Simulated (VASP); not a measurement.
# SiC (P1) in VASP: single point with PBEsol

Aim: the single point of SiC with PBEsol.

Program: VASP 6.6.1. These are calculated values, not measurements. Logs are shortened: lines on timing, memory, paths and dates and some standing lists are left out, and cuts for length are marked.

### 1 The cell of the first run

The typed cell holds 4 atoms: a = 3.077 Å, b = 3.116 Å, c = 5.049 Å, α = 90.62°, β = 91.71°, γ = 121.27°.

### 2 Single point, PBEsol (equal xy, yz and zx shear strains of -3 %)

Input file INCAR:

```
ALGO     = Normal         # electronic algorithm
EDIFF    = 1E-7           # SCF threshold, eV
ENCUT    = 520            # plane-wave cutoff, eV
GGA      = PS             # functional
ISIF     = 2              # what is computed and relaxed
ISMEAR   = -1             # smearing method
LASPH    = T              # aspherical terms in the spheres
LCHARG   = F              # write CHGCAR
LREAL    = F              # projectors in reciprocal space
LWAVE    = F              # write WAVECAR
NBANDS   = 16             # bands
NELM     = 60             # most SCF steps
PREC     = Accurate       # precision mode
SIGMA    = 0.08           # smearing width, eV
```

Input file KPOINTS:

```
k-points
0
Gamma
  15 15 8
```

Input file POSCAR:

```
SiC
1.0
    3.0759982064     -0.0461399731     -0.0461399731
   -1.5779574920      2.6869625754     -0.0168884023
   -0.0757200000     -0.0757200000      5.0480000000
Si C
2 2
Direct
    0.3333333333      0.6666666667      0.0000000000
    0.6666666667      0.3333333333      0.5000000000
    0.3333333333      0.6666666667      0.3850000000
    0.6666666667      0.3333333333      0.8850000000
```

Potentials or basis: VASP PAW PBE potentials, release 64 (Si, C).

Launch:

```sh
> cat potpaw_PBE.64/Si/POTCAR potpaw_PBE.64/C/POTCAR > POTCAR
> mpirun -np 1 vasp_std > vasp.out
```

OUTCAR:

```text
EDIFF = 1E-7
   ENCUT = 520
   GGA = PS
   ISIF = 2
   ISMEAR = -1
   LASPH = T
   LREAL = F
   NELM = 60
   PREC = Accurate

 ion  position               nearest neighbor table
   1  0.333  0.667  0.000-   4 1.82   4 1.89   4 1.90   3 1.94   2 3.01   2 3.04   2 3.08   2 3.12
                             2 3.13   2 3.13
   2  0.667  0.333  0.500-   3 1.85   3 1.87   3 1.88   4 1.94   1 3.01   1 3.04   1 3.08   1 3.12
                             1 3.13   1 3.13
   3  0.333  0.667  0.385-   2 1.85   2 1.87   2 1.88   1 1.94
   4  0.667  0.333  0.885-   1 1.82   1 1.89   1 1.90   2 1.94

  LATTYP: Found a triclinic cell.
 ALAT       =     3.0367816146
 B/A-ratio  =     1.0131417463
 C/A-ratio  =     1.6626601162
 COS(alpha) =     0.0297616073
 COS(beta)  =     0.0411893908
 COS(gamma) =     0.4804578458

  Lattice vectors:

 A1 = (   1.4980407144,   2.6408226023,  -0.0630283754)
 A2 = (   3.0759982064,  -0.0461399731,  -0.0461399731)
 A3 = (   0.0757200000,   0.0757200000,  -5.0480000000)

Analysis of symmetry for initial positions (statically):
=====================================================================
 Subroutine PRICEL returns:
 Original cell was already a primitive cell.

 Routine SETGRP: Setting up the symmetry group for a
 triclinic supercell.

 Subroutine GETGRP returns: Found  1 space group operations
 (whereof  1 operations were pure point group operations)
 out of a pool of  2 trial point group operations.

The static configuration has the point symmetry C_1 .

Analysis of symmetry for dynamics (positions and initial velocities):
=====================================================================
 Subroutine PRICEL returns:
 Original cell was already a primitive cell.

 Routine SETGRP: Setting up the symmetry group for a
 triclinic supercell.

 Subroutine GETGRP returns: Found  1 space group operations
 (whereof  1 operations were pure point group operations)
 out of a pool of  2 trial point group operations.

The dynamic configuration has the point symmetry C_1 .

 Subroutine INISYM returns: Found  1 space group operations
 (whereof  1 operations are pure point group operations),
 and found     1 'primitive' translations

----------------------------------------------------------------------------------------

[... 95 lines left out ...]
   NELM   =     60;   NELMIN=  2; NELMDL= -5     # of ELM steps
   EDIFF  = 0.1E-06   stopping-criterion for ELM
   LREAL  =      F    real-space projection
   EDIFFG = 0.1E-05   stopping-criterion for IOM
   NSW    =      0    number of steps for IOM
   IBRION =     -1    ionic relax: 0-MD 1-quasi-New 2-CG
   NFREE  =      0    steps in history (QN), initial steepest desc. (CG)
   ISIF   =      2    stress and relaxation
   ISYM   =      2    0-nonsym 1-usesym 2-fastsym
   POTIM  = 0.5000    time-step for ionic-motion
   TEBEG  =    0.0;   TEEND  =   0.0 temperature during run
   PSTRESS=    0.0 pullay stress
   NELECT =      16.0000    total number of electrons
   NUPDOWN=      -1.0000    fix difference up-down
   EMIN   =  10.00;   EMAX   =-10.00  energy-range for DOS
   EFERMI =   0.00;   METHOD = LEGACY
   ISMEAR =    -1;   SIGMA  =   0.08  broadening in eV -4-tet -1-fermi 0-gaus
   EFERMI_NEDOS =   21; number of points for ismear=-14 and -15
   IALGO  =     38    algorithm
   IMIX   =      4    mixing-type and parameters
     AMIX     =   0.40;   BMIX     =  1.00
     AMIX_MAG =   1.60;   BMIX_MAG =  1.00
  volume/ion in A,a.u.               =      10.33        69.74
  Fermi-wavevector in a.u.,A,eV,Ry     =   1.193089  2.254611 19.367368  1.423461
  Thomas-Fermi vector in A             =   2.329112
   LORBIT       =      0    0 simple, 1 ext, 2 COOP (PROOUT), +10 PAW based schemes
   GGA     = PS    functional components
   LHFCALC =     F    Hartree Fock is set to
   AEXX    =    0.0000 exact exchange contribution
   IVDW    =     0    specifies the selected vdW correction
   LEPSILON=     F    determine dielectric tensor
   LRPA    =     F    only Hartree local field effects (RPA)
 non-spin polarized calculation
  energy-cutoff  :      520.00
  volume of cell :       41.34
 maximum number of plane-waves:      1130
   NGX = 11   NGY = 11   NGZ = 19

 number of electron      16.0000000 magnetization

 Free energy of the ion-electron system (eV)
  ---------------------------------------------------
  ext. energy  EPLUGINS =         0.00000000
  ---------------------------------------------------
  free energy    TOTEN  =       -31.71854155 eV

  energy without entropy =      -31.71854151  energy(sigma->0) =      -31.71854153

 E-fermi :   9.4850     XC(G=0): -11.5016

 val. band max:        8.4503472313   @ k =   0.0000   0.0000   0.0000
 cond. band min:      10.5395359319   @ k =   0.4667   0.0000  -0.0000
 fundamental gap:      2.0891887006
 Fermi energy:         9.4850160648

 k-point     1 :       0.0000    0.0000    0.0000
  band No.  band energies     occupation
      1      -7.3854      2.00000
      2      -3.8384      2.00000
      3      -0.3960      2.00000
      4       6.6974      2.00000
      5       6.9063      2.00000
      6       8.0025      2.00000
[... 433 lines left out ...]
      3      -0.1065      2.00000
      4       5.2783      2.00000
      5       6.3061      2.00000
      6       7.0222      2.00000
[... 8 lines left out ...]
     15      17.6871      0.00000
     16      18.0175      0.00000

 [... further k-points ...]

------------------------ aborting loop because EDIFF is reached ----------------------------------------

  FORCE on cell =-STRESS in cart. coord.  units (eV):
  Direction    XX          YY          ZZ          XY          YZ          ZX
  --------------------------------------------------------------------------------------
  -------------------------------------------------------------------------------------
  Total        0.6853831      0.6863356     -0.6440032      1.8852951      1.2752410      1.2789598
  in kB       26.5655030     26.6024190    -24.9616121     73.0741831     49.4284403     49.5725811
  external PRESSURE =       9.4021033 kB  Pullay stress =       0.0000000 kB

 VOLUME and BASIS-vectors are now :
 -----------------------------------------------------------------------------
  energy-cutoff  :      520.00
  volume of cell :       41.34
      direct lattice vectors                 reciprocal lattice vectors
     3.075998206 -0.046139973 -0.046139973     0.328105918  0.192734033  0.007812599
    -1.577957492  2.686962575 -0.016888402     0.005719220  0.375562088  0.005719220
    -0.075720000 -0.075720000  5.048000000     0.003018104  0.003018104  0.198188800

 POSITION                                       TOTAL-FORCE (eV/Angst)
 -----------------------------------------------------------------------------------
     -0.02664      1.77593     -0.02664         0.526821      0.229606      0.788297
      1.48682      0.82703      2.48761        -0.101824      0.190457      0.751898
     -0.05579      1.74678      1.91684         0.166004     -0.190348     -0.747737
      1.45767      0.79788      4.43109        -0.591001     -0.229716     -0.792458
 -----------------------------------------------------------------------------------
    total drift:                               -0.000315     -0.000218     -0.000064

  FREE ENERGIE OF THE ION-ELECTRON SYSTEM (eV)
  ---------------------------------------------------
  free  energy   TOTEN  =       -31.7185415488 eV

  energy  without entropy=      -31.7185415150  energy(sigma->0) =      -31.71854153
```

It took 12 min on 1 thread of AMD EPYC 7R13, shared host; peak memory 0.53 GiB.

Results:

```
Free energy            : -31.7185 eV
Pressure               : 0.9 GPa
Largest force          : 1.015 eV/Å
Band gap on the k mesh : 2.09 eV (least direct gap 3.83 eV)
```

Forces on the atoms (eV/Å):
```
Si   0.527  0.230  0.788
Si  -0.102  0.190  0.752
C    0.166 -0.190 -0.748
C   -0.591 -0.230 -0.792
```

Stress tensor (GPa, compression positive):
```
 2.66  7.31  4.96
 7.31  2.66  4.94
 4.96  4.94 -2.50
```

Caveat: the cell differs from its parent crystal (equal xy, yz and zx shear strains of -3 %); the PAW data sets were made with another functional, which shifts forces and pressure a little; an odd mesh through Γ misses points on the zone boundary, where band edges can lie.
